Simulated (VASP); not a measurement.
# Ca (Fm-3m) in VASP: further runs, part 2 of 2

VASP 6.6.1.

### Step 3. Single point, PBE (43.24 Å³/atom)

This run uses another cell than the first one, of 43.24 Å³/atom.

The input, INCAR:

```
SYSTEM = Ca
  PREC = Accurate
  ENCUT = 500
  EDIFF = 1E-6
  ISMEAR = 0
  SIGMA = 0.05
  LREAL = .False.
  LASPH = .True.
  NELM = 120
  ALGO = Normal
  ISIF = 2
  LWAVE = .False.
  LCHARG = .False.
  GGA = PE
  NBANDS = 11
  GGA_COMPAT = .False.
```

The input, KPOINTS:

```
regular mesh
0
Gamma
  6 6 6
  0 0 0
```

The input, POSCAR:

```
Ca
1.0
    0.0000000000      2.7858365230      2.7858365230
    2.7858365230      0.0000000000      2.7858365230
    2.7858365230      2.7858365230      0.0000000000
Ca
1
Direct
    0.0000000000      0.0000000000      0.0000000000
```

Potentials or basis: VASP PAW PBE potentials, release 64 (Ca_sv).

Command:

```sh
$ cat potpaw_PBE.64/Ca_sv/POTCAR > POTCAR
$ mpirun -np 1 vasp_std > vasp.out
```

OUTCAR:

```text
SYSTEM = Ca
   PREC = Accurate
   ENCUT = 500
   EDIFF = 1E-6
   ISMEAR = 0
   LREAL = .False.
   LASPH = .True.
   NELM = 120
   ISIF = 2
   GGA = PE

 ion  position               nearest neighbor table
   1  0.000  0.000  0.000-

  LATTYP: Found a face centered cubic cell.
 ALAT       =     5.5716730460

  Lattice vectors:

 A1 = (   0.0000000000,   2.7858365230,   2.7858365230)
 A2 = (   2.7858365230,   0.0000000000,   2.7858365230)
 A3 = (   2.7858365230,   2.7858365230,   0.0000000000)

Analysis of symmetry for initial positions (statically):
=====================================================================
 Subroutine PRICEL returns:
 Original cell was already a primitive cell.

 Routine SETGRP: Setting up the symmetry group for a
 face centered cubic supercell.

 Subroutine GETGRP returns: Found 48 space group operations
 (whereof 48 operations were pure point group operations)
 out of a pool of 48 trial point group operations.

The static configuration has the point symmetry O_h .

Analysis of symmetry for dynamics (positions and initial velocities):
=====================================================================
 Subroutine PRICEL returns:
 Original cell was already a primitive cell.

 Routine SETGRP: Setting up the symmetry group for a
 face centered cubic supercell.

 Subroutine GETGRP returns: Found 48 space group operations
 (whereof 48 operations were pure point group operations)
 out of a pool of 48 trial point group operations.

The dynamic configuration has the point symmetry O_h .

 Subroutine INISYM returns: Found 48 space group operations
 (whereof 48 operations are pure point group operations),
 and found     1 'primitive' translations

----------------------------------------------------------------------------------------

                                     Primitive cell

  volume of cell :      43.2411

  direct lattice vectors                    reciprocal lattice vectors
     0.000000000  2.785836523  2.785836523    -0.179479304  0.179479304  0.179479304
     2.785836523  0.000000000  2.785836523     0.179479304 -0.179479304  0.179479304
     2.785836523  2.785836523  0.000000000     0.179479304  0.179479304 -0.179479304

  length of vectors
     3.939767793  3.939767793  3.939767793     0.310867273  0.310867273  0.310867273

  position of ions in fractional coordinates (direct lattice)
     0.000000000  0.000000000  0.000000000

  ion indices of the primitive-cell ions
   primitive index   ion index
                 1           1

----------------------------------------------------------------------------------------

 KPOINTS: regular mesh

Automatic generation of k-mesh.
 Grid dimensions read from file:
 generate k-points for:    6    6    6

 Generating k-lattice:

  Cartesian coordinates                     Fractional coordinates (reciprocal lattice)
    -0.029913217  0.029913217  0.029913217     0.166666667  0.000000000  0.000000000
     0.029913217 -0.029913217  0.029913217     0.000000000  0.166666667  0.000000000
     0.029913217  0.029913217 -0.029913217     0.000000000  0.000000000  0.166666667

  Length of vectors
     0.051811212  0.051811212  0.051811212

  Shift w.r.t. Gamma in fractional coordinates (k-lattice)
     0.000000000  0.000000000  0.000000000

 Subroutine IBZKPT returns following result:
 ===========================================

 Found     16 irreducible k-points:

 Following reciprocal coordinates:
            Coordinates               Weight
  0.000000  0.000000  0.000000      1.000000
  0.166667  0.000000  0.000000      8.000000
  0.333333  0.000000  0.000000      8.000000
  0.500000  0.000000  0.000000      4.000000
  0.166667  0.166667  0.000000      6.000000
  0.333333  0.166667  0.000000     24.000000
[... 8 lines left out ...]
 -0.333333  0.333333  0.166667     24.000000
 -0.333333  0.500000  0.166667     12.000000
   k-points           NKPTS =     16   k-points in BZ     NKDIM =     16   number of bands    NBANDS=     11
   number of dos      NEDOS =    301   number of ions     NIONS =      1
   total plane-waves  NPLWV =  27000
   dimension x,y,z NGX =    30 NGY =   30 NGZ =   30
   dimension x,y,z NGXF=    60 NGYF=   60 NGZF=   60
   ions per type =               1
   NGX,Y,Z   is equivalent  to a cutoff of  12.66, 12.66, 12.66 a.u.
   NGXF,Y,Z  is equivalent  to a cutoff of  25.32, 25.32, 25.32 a.u.
 SYSTEM =  Ca
   PREC   = accura    normal or accurate (medium, high low for compatibility)
   ISTART =      0    job   : 0-new  1-cont  2-samecut
   ICHARG =      2    charge: 1-file 2-atom 10-const
   ISPIN  =      1    spin polarized calculation?
   LNONCOLLINEAR =      F non collinear calculations
   LSORBIT =      F    spin-orbit coupling
   LASPH  =      T    aspherical Exc in radial PAW
   ENCUT  =  500.0 eV  36.75 Ry    6.06 a.u.   7.18  7.18  7.18*2*pi/ulx,y,z
   NELM   =    120;   NELMIN=  2; NELMDL= -5     # of ELM steps
   EDIFF  = 0.1E-05   stopping-criterion for ELM
   LREAL  =      F    real-space projection
   EDIFFG = 0.1E-04   stopping-criterion for IOM
   NSW    =      0    number of steps for IOM
   IBRION =     -1    ionic relax: 0-MD 1-quasi-New 2-CG
   NFREE  =      0    steps in history (QN), initial steepest desc. (CG)
   ISIF   =      2    stress and relaxation
   ISYM   =      2    0-nonsym 1-usesym 2-fastsym
   POTIM  = 0.5000    time-step for ionic-motion
   TEBEG  =    0.0;   TEEND  =   0.0 temperature during run
   PSTRESS=    0.0 pullay stress
   NELECT =      10.0000    total number of electrons
   NUPDOWN=      -1.0000    fix difference up-down
   EMIN   =  10.00;   EMAX   =-10.00  energy-range for DOS
   EFERMI =   0.00;   METHOD = LEGACY
   ISMEAR =     0;   SIGMA  =   0.05  broadening in eV -4-tet -1-fermi 0-gaus
   EFERMI_NEDOS =   21; number of points for ismear=-14 and -15
   IALGO  =     38    algorithm
   IMIX   =      4    mixing-type and parameters
     AMIX     =   0.40;   BMIX     =  1.00
     AMIX_MAG =   1.60;   BMIX_MAG =  1.00
  volume/ion in A,a.u.               =      43.24       291.81
  Fermi-wavevector in a.u.,A,eV,Ry     =   1.004868  1.898926 13.738627  1.009761
  Thomas-Fermi vector in A             =   2.137512
   LORBIT       =      0    0 simple, 1 ext, 2 COOP (PROOUT), +10 PAW based schemes
   GGA     = PE    functional components
   LHFCALC =     F    Hartree Fock is set to
   AEXX    =    0.0000 exact exchange contribution
   IVDW    =     0    specifies the selected vdW correction
   LEPSILON=     F    determine dielectric tensor
   LRPA    =     F    only Hartree local field effects (RPA)
 non-spin polarized calculation
 Gauss-broadening in eV      SIGMA  =   0.05
  energy-cutoff  :      500.00
  volume of cell :       43.24
 maximum number of plane-waves:      1113
 NGX is ok and might be reduce to    30
   NGX = 15   NGY = 15   NGZ = 15

 number of electron      10.0000000 magnetization

 number of electron       9.9999998 magnetization

 Free energy of the ion-electron system (eV)
  ---------------------------------------------------
  ext. energy  EPLUGINS =         0.00000000
  ---------------------------------------------------
  free energy    TOTEN  =        -1.90239317 eV

  energy without entropy =       -1.89874913  energy(sigma->0) =       -1.90057115

 E-fermi :   1.9115     XC(G=0):  -7.6586

 val. band max:        1.8768604034   @ k =  -0.3333   0.3333   0.1667
 cond. band min:       1.9676123006   @ k =  -0.3333   0.3333   0.1667
 fundamental gap:      0.0907518972
 Fermi energy:         1.9114787523

 k-point     1 :       0.0000    0.0000    0.0000
  band No.  band energies     occupation
      1     -40.2037      2.00000
      2     -21.1247      2.00000
      3     -21.1247      2.00000
      4     -21.1247      2.00000
      5      -2.1132      2.00000
      6       4.1728      0.00000
      7       4.1728      0.00000
      8       4.1728      0.00000
      9       5.2083      0.00000
     10       5.2083      0.00000
     11      10.8824      0.00000
[... 197 lines left out ...]
 k-point    16 :      -0.3333    0.5000    0.1667
  band No.  band energies     occupation
      1     -40.1876      2.00000
      2     -21.2256      2.00000
      3     -21.1893      2.00000
      4     -21.1719      2.00000
      5       1.8700      1.75946
      6       2.4909      0.00000
      7       2.6501      0.00000
      8       4.7749      0.00000
      9       6.0555      0.00000
     10       6.5252      0.00000
     11       7.0101      0.00000

------------------------ aborting loop because EDIFF is reached ----------------------------------------

  FORCE on cell =-STRESS in cart. coord.  units (eV):
  Direction    XX          YY          ZZ          XY          YZ          ZX
  --------------------------------------------------------------------------------------
  -------------------------------------------------------------------------------------
  Total       -0.1644588     -0.1644588     -0.1644588     -0.0000000      0.0000000     -0.0000000
  in kB       -6.0935547     -6.0935547     -6.0935547     -0.0000000      0.0000000     -0.0000000
  external PRESSURE =      -6.0935547 kB  Pullay stress =       0.0000000 kB

 VOLUME and BASIS-vectors are now :
 -----------------------------------------------------------------------------
  energy-cutoff  :      500.00
  volume of cell :       43.24
      direct lattice vectors                 reciprocal lattice vectors
     0.000000000  2.785836523  2.785836523    -0.179479304  0.179479304  0.179479304
     2.785836523  0.000000000  2.785836523     0.179479304 -0.179479304  0.179479304
     2.785836523  2.785836523  0.000000000     0.179479304  0.179479304 -0.179479304

 POSITION                                       TOTAL-FORCE (eV/Angst)
 -----------------------------------------------------------------------------------
      0.00000      0.00000      0.00000        -0.000000      0.000000     -0.000000
 -----------------------------------------------------------------------------------
    total drift:                               -0.000000     -0.000000      0.000000

  FREE ENERGIE OF THE ION-ELECTRON SYSTEM (eV)
  ---------------------------------------------------
  free  energy   TOTEN  =        -1.9023931731 eV

  energy  without entropy=       -1.8987491327  energy(sigma->0) =       -1.90057115
```

OSZICAR:

```text
N       E                     dE             d eps       ncg     rms          rms(c)
DAV:   1     0.632259679870E+02    0.63226E+02   -0.49929E+03   352   0.805E+02
DAV:   2    -0.376973972979E+00   -0.63603E+02   -0.62989E+02   388   0.203E+02
DAV:   3    -0.186578581856E+01   -0.14888E+01   -0.14668E+01   539   0.298E+01
DAV:   4    -0.190959985601E+01   -0.43814E-01   -0.43693E-01   425   0.460E+00
DAV:   5    -0.191147403345E+01   -0.18742E-02   -0.18740E-02   527   0.689E-01    0.231E+00
DAV:   6    -0.190464879394E+01    0.68252E-02   -0.11679E-02   428   0.118E+00    0.142E+00
DAV:   7    -0.190286574257E+01    0.17831E-02   -0.17962E-02   370   0.158E+00    0.116E-01
DAV:   8    -0.190238175275E+01    0.48399E-03   -0.21709E-03   411   0.442E-01    0.233E-02
DAV:   9    -0.190239332074E+01   -0.11568E-04   -0.12562E-04   514   0.816E-02    0.601E-03
DAV:  10    -0.190239317312E+01    0.14762E-06   -0.65874E-06   456   0.253E-02
   1 F= -.19023932E+01 E0= -.19005712E+01  d E =-.364404E-02
```

stdout:

```text
POSCAR found type information on POSCAR Ca
 POSCAR found :  1 types and       1 ions
 scaLAPACK will be used
 LDA part: xc-table for (Slater+PW92), standard interpolation
 POSCAR, INCAR and KPOINTS ok, starting setup
 FFT: planning ... GRIDC
 FFT: planning ... GRID_SOFT
 FFT: planning ... GRID
 WAVECAR not read
 entering main loop
```

Run time: 19 s. Hardware: 1 thread of Intel Xeon 8259CL, shared host; peak memory 0.16 GiB.

Results:

```
Free energy            : -1.9024 eV
Pressure               : -0.6 GPa
Band gap on the k mesh : zero (bands 5 and 6 overlap by 0.19 eV)
```

The gap in the log of VASP goes by the Fermi energy; the results here count the filled bands.